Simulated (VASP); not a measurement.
Runs of VASP 6.6.1 on CdTe. The structure is that of space group F-43m (No. 216), or close to it. The cells are those of the table. 

```tsv
task	level	potentials or basis	cell	k mesh	cutoff (eV)	smearing	gap on the mesh (eV)	pressure (GPa)
single point	r2SCAN	VASP PAW PBE potentials, release 64 (Cd, Te)	a = 4.638 Å, angles 60.0°, 2 atoms	6 × 6 × 6	520	fermi-dirac 0.02 eV	1.15	0.1
single point	r2SCAN	VASP PAW PBE potentials, release 64 (Cd, Te)	a = 4.638 Å, angles 60.0°, 2 atoms	6 × 6 × 6	520	gaussian 0.01 eV	1.15	0.1
single point	PBE	VASP PAW PBE potentials, release 64 (Cd, Te)	a = 4.638 Å, angles 60.0°, 2 atoms	4 × 4 × 4	520	gaussian 0.01 eV	0.65	(a)
single point	LDA	VASP PAW LDA potentials, release 64 (Cd, Te)	a = 4.638 Å, angles 60.0°, 2 atoms	6 × 6 × 6	520	gaussian 0.01 eV	(b)	-2.5
relaxation of cell and atoms	PBEsol	VASP PAW PBE potentials, release 64 (Cd, Te)	relaxed from a = 4.680 Å, angles 60.0°, 2 atoms	6 × 6 × 6	600	fermi-dirac 0.02 eV	0.64	0.0
```

Alike in all rows: no spin polarisation.

Question: Fill in the values left out.

Answer: (a) 1.3; (b) 0.44.

Caveats: spin-orbit coupling is left out, which moves the levels of the heavy elements; the PAW data sets were made with another functional, which shifts forces and pressure a little (some runs).

A k mesh can miss the band edges, and the runs leave out spin-orbit coupling on Cd, Te.
